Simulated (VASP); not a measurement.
# Ir in VASP: further runs, part 2 of 2

VASP 6.6.1.

### Step 4. Single point, PBE (volume scaled by 0.98)

File INCAR:

```
  ALGO = Normal
  EDIFF = 1E-6
  ENCUT = 520
  GGA = PE
  ISIF = 2
  ISMEAR = -1
  LASPH = True
  LCHARG = False
  LREAL = False
  LWAVE = False
  NBANDS = 10
  NELM = 100
  PREC = Accurate
  SIGMA = 0.05
```

File KPOINTS:

```
k-points
0
Gamma
  15 15 15
```

File POSCAR:

```
Ir
1.0
    0.0000000000      1.9068157192      1.9068157192
    1.9068157192      0.0000000000      1.9068157192
    1.9068157192      1.9068157192      0.0000000000
Ir
1
Direct
    0.0000000000      0.0000000000      0.0000000000
```

Potentials or basis: VASP PAW PBE potentials, release 64 (Ir).

Run with:

```console
$ cat potpaw_PBE.64/Ir/POTCAR > POTCAR
$ mpirun -np 1 vasp_std > vasp.out
```

OUTCAR:

```text
EDIFF = 1E-6
   ENCUT = 520
   GGA = PE
   ISIF = 2
   ISMEAR = -1
   LASPH = True
   LREAL = False
   NELM = 100
   PREC = Accurate

 ion  position               nearest neighbor table
   1  0.000  0.000  0.000-

  LATTYP: Found a face centered cubic cell.
 ALAT       =     3.8136314384

  Lattice vectors:

 A1 = (   0.0000000000,   1.9068157192,   1.9068157192)
 A2 = (   1.9068157192,   0.0000000000,   1.9068157192)
 A3 = (   1.9068157192,   1.9068157192,   0.0000000000)

Analysis of symmetry for initial positions (statically):
=====================================================================
 Subroutine PRICEL returns:
 Original cell was already a primitive cell.

 Routine SETGRP: Setting up the symmetry group for a
 face centered cubic supercell.

 Subroutine GETGRP returns: Found 48 space group operations
[... 9 lines left out ...]

 Routine SETGRP: Setting up the symmetry group for a
 face centered cubic supercell.

 Subroutine GETGRP returns: Found 48 space group operations
 (whereof 48 operations were pure point group operations)
 out of a pool of 48 trial point group operations.

The dynamic configuration has the point symmetry O_h .

 Subroutine INISYM returns: Found 48 space group operations
 (whereof 48 operations are pure point group operations),
 and found     1 'primitive' translations

----------------------------------------------------------------------------------------

                                     Primitive cell

  volume of cell :      13.8662

  direct lattice vectors                    reciprocal lattice vectors
     0.000000000  1.906815719  1.906815719    -0.262217264  0.262217264  0.262217264
     1.906815719  0.000000000  1.906815719     0.262217264 -0.262217264  0.262217264
     1.906815719  1.906815719  0.000000000     0.262217264  0.262217264 -0.262217264

  length of vectors
     2.696644651  2.696644651  2.696644651     0.454173623  0.454173623  0.454173623

  position of ions in fractional coordinates (direct lattice)
     0.000000000  0.000000000  0.000000000
[... 93 lines left out ...]
   IALGO  =     38    algorithm
   IMIX   =      4    mixing-type and parameters
     AMIX     =   0.40;   BMIX     =  1.00
     AMIX_MAG =   1.60;   BMIX_MAG =  1.00
  volume/ion in A,a.u.               =      13.87        93.57
  Fermi-wavevector in a.u.,A,eV,Ry     =   1.417437  2.678567 27.335822  2.009126
  Thomas-Fermi vector in A             =   2.538667
   LORBIT       =      0    0 simple, 1 ext, 2 COOP (PROOUT), +10 PAW based schemes
   GGA     = PE    functional components
   LHFCALC =     F    Hartree Fock is set to
   AEXX    =    0.0000 exact exchange contribution
   IVDW    =     0    specifies the selected vdW correction
   LEPSILON=     F    determine dielectric tensor
   LRPA    =     F    only Hartree local field effects (RPA)
 non-spin polarized calculation
  energy-cutoff  :      520.00
  volume of cell :       13.87
 maximum number of plane-waves:       384
   NGX =  9   NGY =  9   NGZ =  9

 number of electron       9.0000001 magnetization

 Free energy of the ion-electron system (eV)
  ---------------------------------------------------
  ext. energy  EPLUGINS =         0.00000000
  ---------------------------------------------------
  free energy    TOTEN  =        -8.82436408 eV

  energy without entropy =       -8.81658103  energy(sigma->0) =       -8.82047256

 E-fermi :  10.8141     XC(G=0): -14.1084

 val. band max:       10.7850873556   @ k =  -0.4000   0.4667   0.0667
 cond. band min:      10.8197810748   @ k =  -0.3333   0.2667   0.0667
 fundamental gap:      0.0346937192
 Fermi energy:        10.8140792004

 k-point     1 :       0.0000    0.0000    0.0000
  band No.  band energies     occupation
      1      -0.5789      2.00000
      2       6.7508      2.00000
      3       6.7508      2.00000
      4       6.7508      2.00000
      5       9.5272      2.00000
      6       9.5272      2.00000
      7      25.0416      0.00000
      8      30.7495      0.00000
      9      30.7495      0.00000
     10      30.7495      0.00000
[... 287 lines left out ...]
 k-point    24 :       0.2000    0.1333    0.0000
  band No.  band energies     occupation
      1       1.1038      2.00000
      2       5.6652      2.00000
      3       7.5550      2.00000
      4       7.6579      2.00000
      5       8.4729      2.00000
      6      10.0082      2.00000
      7      27.8247      0.00000
      8      27.9524      0.00000
      9      31.1286      0.00000
     10      31.6506      0.00000

 [... further k-points ...]
[... 5 lines left out ...]
  --------------------------------------------------------------------------------------
  -------------------------------------------------------------------------------------
  Total        1.5559895      1.5559895      1.5559895      0.0000000     -0.0000000      0.0000000
  in kB      179.7881539    179.7881539    179.7881539      0.0000000     -0.0000000      0.0000000
  external PRESSURE =     179.7881539 kB  Pullay stress =       0.0000000 kB

 VOLUME and BASIS-vectors are now :
 -----------------------------------------------------------------------------
  energy-cutoff  :      520.00
  volume of cell :       13.87
      direct lattice vectors                 reciprocal lattice vectors
     0.000000000  1.906815719  1.906815719    -0.262217264  0.262217264  0.262217264
     1.906815719  0.000000000  1.906815719     0.262217264 -0.262217264  0.262217264
     1.906815719  1.906815719  0.000000000     0.262217264  0.262217264 -0.262217264

 POSITION                                       TOTAL-FORCE (eV/Angst)
 -----------------------------------------------------------------------------------
      0.00000      0.00000      0.00000         0.000000      0.000000     -0.000000
 -----------------------------------------------------------------------------------
    total drift:                                0.000000     -0.000000     -0.000000

  FREE ENERGIE OF THE ION-ELECTRON SYSTEM (eV)
  ---------------------------------------------------
  free  energy   TOTEN  =        -8.8243640834 eV

  energy  without entropy=       -8.8165810271  energy(sigma->0) =       -8.82047256
```

OSZICAR:

```text
N       E                     dE             d eps       ncg     rms          rms(c)
DAV:   1     0.469307756082E+02    0.46931E+02   -0.43864E+03  2424   0.820E+02
DAV:   2    -0.850235242332E+01   -0.55433E+02   -0.52667E+02  2482   0.198E+02
DAV:   3    -0.936190222729E+01   -0.85955E+00   -0.85787E+00  2778   0.296E+01
DAV:   4    -0.936997930729E+01   -0.80771E-02   -0.80758E-02  2734   0.266E+00
DAV:   5    -0.937014213433E+01   -0.16283E-03   -0.16282E-03  2752   0.360E-01    0.161E+01
DAV:   6    -0.892151150674E+01    0.44863E+00   -0.73928E-01  2676   0.106E+01    0.674E+00
DAV:   7    -0.883064533599E+01    0.90866E-01   -0.26693E-01  2844   0.590E+00    0.144E+00
DAV:   8    -0.882805054203E+01    0.25948E-02   -0.21155E-03  2600   0.485E-01    0.108E+00
DAV:   9    -0.882435984877E+01    0.36907E-02   -0.23887E-03  2680   0.688E-01    0.202E-02
DAV:  10    -0.882436279631E+01   -0.29475E-05   -0.14706E-05  3420   0.376E-02    0.263E-02
DAV:  11    -0.882436411398E+01   -0.13177E-05   -0.11473E-06  1914   0.120E-02    0.154E-03
DAV:  12    -0.882436408343E+01    0.30548E-07   -0.34287E-08  1286   0.198E-03
   1 F= -.88243641E+01 E0= -.88204726E+01  d E =-.778306E-02
```

Wall time 12 s (1 thread of Intel Xeon 8259CL, shared host); peak memory 0.14 GiB.

What came out:

| Property | Result |
| --- | --- |
| Free energy | -8.8244 eV |
| Pressure | 18.0 GPa |

Caveat: the cell differs from its parent crystal (volume scaled by 0.98); spin-orbit coupling is left out, which moves the levels of the heavy elements.

### Step 5. Single point, PBE

This run uses another cell than the first one, of 14.15 Å³/atom, 0.961 times its volume.

File INCAR:

```
ALGO     = Normal         # electronic algorithm
EDIFF    = 1E-6           # SCF threshold, eV
ENCUT    = 520            # plane-wave cutoff, eV
GGA      = PE             # functional
ISIF     = 2              # what is computed and relaxed
ISMEAR   = -1             # smearing method
LASPH    = True           # aspherical terms in the spheres
LCHARG   = False          # write CHGCAR
LREAL    = False          # projectors in reciprocal space
LWAVE    = False          # write WAVECAR
NBANDS   = 10             # bands
NELM     = 80             # most SCF steps
PREC     = Accurate       # precision mode
SIGMA    = 0.05           # smearing width, eV
```

KPOINTS is that of step 4.

File POSCAR:

```
Ir
1.0
    0.0000000000      1.9197000000      1.9197000000
    1.9197000000      0.0000000000      1.9197000000
    1.9197000000      1.9197000000      0.0000000000
Ir
1
Direct
    0.0000000000      0.0000000000      0.0000000000
```

Run with:

```console
$ cat potpaw_PBE.64/Ir/POTCAR > POTCAR
$ mpirun -np 1 vasp_std > vasp.out
```

It took 14 s on 1 thread of Intel Xeon 8259CL, shared host; peak memory 0.14 GiB.

Results (log left out):

| Item | Value |
| --- | --- |
| Free energy | -8.8486 eV |
| Pressure | 9.5 GPa |

Levels at points of the mesh, in eV from the Fermi level:
```
           k point  band 2  band 3  band 4  band 5  band 6  band 7
(0.00, 0.00, 0.00)   -3.94   -3.94   -3.94   -1.25   -1.25   14.28
```

Caveat: spin-orbit coupling is left out, which moves the levels of the heavy elements.

### Step 6. Summary

| cell | gap on the mesh (eV) | pressure (GPa) |
| --- | --- | --- |
| a = 2.742, b = 2.742, c = 2.769 Å, angles 59.7, 59.7, 60.7°, 1 atom | none | -4.7 |
| a = 2.660 Å, angles 60.0°, 1 atom | none | 38.0 |
| a = 2.697 Å, angles 60.0°, 1 atom | none | 18.0 |
| a = 2.715 Å, angles 60.0°, 1 atom | none | 9.5 |

Alike in all rows: task single point; level PBE; potentials or basis VASP PAW PBE potentials, release 64 (Ir); no spin polarisation; k mesh 15 × 15 × 15; cutoff (eV) 520; smearing fermi-dirac 0.05 eV.

Caveats: spin-orbit coupling is left out, which moves the levels of the heavy elements.

Absolute energies hang on the potentials; compare differences alone.
